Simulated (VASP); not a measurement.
# BaF2 (Fm-3m) in VASP: notebook, part 2 of 4

VASP 6.6.1. Earlier steps stand in the parts before.

### Step 3. Single point, PBE

The input, INCAR:

```
SYSTEM = BaF2
  PREC = Accurate
  ENCUT = 600
  EDIFF = 1E-6
  ISMEAR = 0
  SIGMA = 0.01
  LREAL = .False.
  LASPH = .True.
  NELM = 120
  ALGO = Normal
  ISIF = 2
  LWAVE = .False.
  LCHARG = .True.
  GGA = PE
  LELF = .True.
  LVHAR = .True.
  NBANDS = 19
  GGA_COMPAT = .False.
```

The input, KPOINTS:

```
regular mesh
0
Gamma
  4 4 4
  0 0 0
```

The input, POSCAR:

```
BaF2
1.0
    0.0000000000      3.0971612412      3.0971612412
    3.0971612412      0.0000000000      3.0971612412
    3.0971612412      3.0971612412      0.0000000000
Ba F
1 2
Direct
    0.0000000000      0.0000000000      0.0000000000
    0.2500000000      0.2500000000      0.2500000000
    0.7500000000      0.7500000000      0.7500000000
```

Potentials or basis: VASP PAW PBE potentials, release 64 (Ba_sv, F).

On the command line:

```bash
cat potpaw_PBE.64/Ba_sv/POTCAR potpaw_PBE.64/F/POTCAR > POTCAR
mpirun -np 1 vasp_std > vasp.out
```

OUTCAR:

```text
SYSTEM = BaF2
   PREC = Accurate
   ENCUT = 600
   EDIFF = 1E-6
   ISMEAR = 0
   LREAL = .False.
   LASPH = .True.
   NELM = 120
   ISIF = 2
   GGA = PE

 ion  position               nearest neighbor table
   1  0.000  0.000  0.000-   3 2.68   3 2.68   3 2.68   2 2.68   3 2.68   2 2.68   2 2.68   2 2.68

   2  0.250  0.250  0.250-   1 2.68   1 2.68   1 2.68   1 2.68
   3  0.750  0.750  0.750-   1 2.68   1 2.68   1 2.68   1 2.68

  LATTYP: Found a face centered cubic cell.
 ALAT       =     6.1943224824

  Lattice vectors:

 A1 = (   0.0000000000,   3.0971612412,   3.0971612412)
 A2 = (   3.0971612412,   0.0000000000,   3.0971612412)
 A3 = (   3.0971612412,   3.0971612412,   0.0000000000)

Analysis of symmetry for initial positions (statically):
=====================================================================
 Subroutine PRICEL returns:
 Original cell was already a primitive cell.

 Routine SETGRP: Setting up the symmetry group for a
 face centered cubic supercell.

 Subroutine GETGRP returns: Found 48 space group operations
 (whereof 48 operations were pure point group operations)
 out of a pool of 48 trial point group operations.

The static configuration has the point symmetry O_h .

Analysis of symmetry for dynamics (positions and initial velocities):
=====================================================================
 Subroutine PRICEL returns:
 Original cell was already a primitive cell.

 Routine SETGRP: Setting up the symmetry group for a
 face centered cubic supercell.

 Subroutine GETGRP returns: Found 48 space group operations
 (whereof 48 operations were pure point group operations)
 out of a pool of 48 trial point group operations.

The dynamic configuration has the point symmetry O_h .

 Subroutine INISYM returns: Found 48 space group operations
 (whereof 48 operations are pure point group operations),
 and found     1 'primitive' translations

----------------------------------------------------------------------------------------

                                     Primitive cell

  volume of cell :      59.4185

  direct lattice vectors                    reciprocal lattice vectors
     0.000000000  3.097161241  3.097161241    -0.161438156  0.161438156  0.161438156
     3.097161241  0.000000000  3.097161241     0.161438156 -0.161438156  0.161438156
     3.097161241  3.097161241  0.000000000     0.161438156  0.161438156 -0.161438156

  length of vectors
     4.380047432  4.380047432  4.380047432     0.279619089  0.279619089  0.279619089

  position of ions in fractional coordinates (direct lattice)
     0.000000000  0.000000000  0.000000000
     0.250000000  0.250000000  0.250000000
     0.750000000  0.750000000  0.750000000

  ion indices of the primitive-cell ions
   primitive index   ion index
                 1           1
                 2           2
                 3           3

----------------------------------------------------------------------------------------

 KPOINTS: regular mesh

Automatic generation of k-mesh.
 Grid dimensions read from file:
 generate k-points for:    4    4    4

 Generating k-lattice:

  Cartesian coordinates                     Fractional coordinates (reciprocal lattice)
    -0.040359539  0.040359539  0.040359539     0.250000000  0.000000000  0.000000000
     0.040359539 -0.040359539  0.040359539     0.000000000  0.250000000  0.000000000
     0.040359539  0.040359539 -0.040359539     0.000000000  0.000000000  0.250000000

  Length of vectors
     0.069904772  0.069904772  0.069904772

  Shift w.r.t. Gamma in fractional coordinates (k-lattice)
     0.000000000  0.000000000  0.000000000

 Subroutine IBZKPT returns following result:
 ===========================================

 Found      8 irreducible k-points:

 Following reciprocal coordinates:
            Coordinates               Weight
  0.000000  0.000000  0.000000      1.000000
  0.250000  0.000000  0.000000      8.000000
  0.500000  0.000000  0.000000      4.000000
  0.250000  0.250000  0.000000      6.000000
  0.500000  0.250000  0.000000     24.000000
 -0.250000  0.250000  0.000000     12.000000
  0.500000  0.500000  0.000000      3.000000
 -0.250000  0.500000  0.250000      6.000000
   k-points           NKPTS =      8   k-points in BZ     NKDIM =      8   number of bands    NBANDS=     19
   number of dos      NEDOS =    301   number of ions     NIONS =      3
   total plane-waves  NPLWV =  46656
   dimension x,y,z NGX =    36 NGY =   36 NGZ =   36
   dimension x,y,z NGXF=    72 NGYF=   72 NGZF=   72
   ions per type =               1   2
   NGX,Y,Z   is equivalent  to a cutoff of  13.66, 13.66, 13.66 a.u.
   NGXF,Y,Z  is equivalent  to a cutoff of  27.33, 27.33, 27.33 a.u.
 SYSTEM =  BaF2
   PREC   = accura    normal or accurate (medium, high low for compatibility)
   ISTART =      0    job   : 0-new  1-cont  2-samecut
   ICHARG =      2    charge: 1-file 2-atom 10-const
   ISPIN  =      1    spin polarized calculation?
   LNONCOLLINEAR =      F non collinear calculations
   LSORBIT =      F    spin-orbit coupling
   LASPH  =      T    aspherical Exc in radial PAW
   ENCUT  =  600.0 eV  44.10 Ry    6.64 a.u.   8.75  8.75  8.75*2*pi/ulx,y,z
   NELM   =    120;   NELMIN=  2; NELMDL= -5     # of ELM steps
   EDIFF  = 0.1E-05   stopping-criterion for ELM
   LREAL  =      F    real-space projection
   EDIFFG = 0.1E-04   stopping-criterion for IOM
   NSW    =      0    number of steps for IOM
   IBRION =     -1    ionic relax: 0-MD 1-quasi-New 2-CG
   NFREE  =      0    steps in history (QN), initial steepest desc. (CG)
   ISIF   =      2    stress and relaxation
   ISYM   =      2    0-nonsym 1-usesym 2-fastsym
   POTIM  = 0.5000    time-step for ionic-motion
   TEBEG  =    0.0;   TEEND  =   0.0 temperature during run
   PSTRESS=    0.0 pullay stress
   NELECT =      24.0000    total number of electrons
   NUPDOWN=      -1.0000    fix difference up-down
   EMIN   =  10.00;   EMAX   =-10.00  energy-range for DOS
   EFERMI =   0.00;   METHOD = LEGACY
   ISMEAR =     0;   SIGMA  =   0.01  broadening in eV -4-tet -1-fermi 0-gaus
   EFERMI_NEDOS =   21; number of points for ismear=-14 and -15
   IALGO  =     38    algorithm
   IMIX   =      4    mixing-type and parameters
     AMIX     =   0.40;   BMIX     =  1.00
     AMIX_MAG =   1.60;   BMIX_MAG =  1.00
  volume/ion in A,a.u.               =      19.81       133.66
  Fermi-wavevector in a.u.,A,eV,Ry     =   1.210147  2.286846 19.925127  1.464456
  Thomas-Fermi vector in A             =   2.345703
   LORBIT       =      0    0 simple, 1 ext, 2 COOP (PROOUT), +10 PAW based schemes
   GGA     = PE    functional components
   LHFCALC =     F    Hartree Fock is set to
   AEXX    =    0.0000 exact exchange contribution
   IVDW    =     0    specifies the selected vdW correction
   LEPSILON=     F    determine dielectric tensor
   LRPA    =     F    only Hartree local field effects (RPA)
 non-spin polarized calculation
 Gauss-broadening in eV      SIGMA  =   0.01
  energy-cutoff  :      600.00
  volume of cell :       59.42
 maximum number of plane-waves:      2012
 NGX is ok and might be reduce to    36
   NGX = 17   NGY = 17   NGZ = 17

 number of electron      24.0000001 magnetization

 Free energy of the ion-electron system (eV)
  ---------------------------------------------------
  ext. energy  EPLUGINS =         0.00000000
  ---------------------------------------------------
  free energy    TOTEN  =       -17.10986917 eV

  energy without entropy =      -17.10986917  energy(sigma->0) =      -17.10986917

 E-fermi :  -2.0024     XC(G=0):  -8.7135

 val. band max:       -2.0608382253   @ k =  -0.2500   0.2500   0.0000
 cond. band min:       4.7152628623   @ k =   0.0000   0.0000   0.0000
 fundamental gap:      6.7761010877
 Fermi energy:        -2.0023849071

 k-point     1 :       0.0000    0.0000    0.0000
  band No.  band energies     occupation
      1     -25.1532      2.00000
      2     -20.9984      2.00000
      3     -20.9461      2.00000
      4      -9.9865      2.00000
      5      -9.9865      2.00000
      6      -9.9865      2.00000
[... 11 lines left out ...]
     18       9.3472      0.00000
     19      13.4028      0.00000
[... 133 lines left out ...]
 k-point     8 :      -0.2500    0.5000    0.2500
  band No.  band energies     occupation
      1     -24.8598      2.00000
      2     -21.2227      2.00000
      3     -21.2227      2.00000
      4     -10.3981      2.00000
      5     -10.1015      2.00000
      6     -10.1015      2.00000
[... 11 lines left out ...]
     18      12.6605      0.00000
     19      12.9473      0.00000

------------------------ aborting loop because EDIFF is reached ----------------------------------------

  FORCE on cell =-STRESS in cart. coord.  units (eV):
  Direction    XX          YY          ZZ          XY          YZ          ZX
  --------------------------------------------------------------------------------------
  -------------------------------------------------------------------------------------
  Total        0.9128820      0.9128820      0.9128820      0.0000000      0.0000000      0.0000000
  in kB       24.6152245     24.6152245     24.6152245      0.0000000      0.0000000      0.0000000
  external PRESSURE =      24.6152245 kB  Pullay stress =       0.0000000 kB

 VOLUME and BASIS-vectors are now :
 -----------------------------------------------------------------------------
  energy-cutoff  :      600.00
  volume of cell :       59.42
      direct lattice vectors                 reciprocal lattice vectors
     0.000000000  3.097161241  3.097161241    -0.161438156  0.161438156  0.161438156
     3.097161241  0.000000000  3.097161241     0.161438156 -0.161438156  0.161438156
     3.097161241  3.097161241  0.000000000     0.161438156  0.161438156 -0.161438156

 POSITION                                       TOTAL-FORCE (eV/Angst)
 -----------------------------------------------------------------------------------
      0.00000      0.00000      0.00000        -0.000000      0.000000     -0.000000
      1.54858      1.54858      1.54858        -0.000000      0.000000      0.000000
      4.64574      4.64574      4.64574         0.000000     -0.000000     -0.000000
 -----------------------------------------------------------------------------------
    total drift:                                0.000000      0.000000      0.000000

  FREE ENERGIE OF THE ION-ELECTRON SYSTEM (eV)
  ---------------------------------------------------
  free  energy   TOTEN  =       -17.1098691738 eV

  energy  without entropy=      -17.1098691738  energy(sigma->0) =      -17.10986917
```

It took 23 s on 1 thread of Intel Xeon 8259CL, shared host; peak memory 0.2 GiB.

Results:

| Quantity | Value |
| --- | --- |
| Free energy | -17.1099 eV |
| Pressure | 2.5 GPa |
| Band gap on the k mesh | 6.78 eV (least direct gap 6.86 eV) |

Caveat: the k points lie up to 0.44 Å⁻¹ apart; spin-orbit coupling is left out, which moves the levels of the heavy elements. PBE gaps usually lie below the measured ones, often by a third to a half.

[end of part 2 of 4]
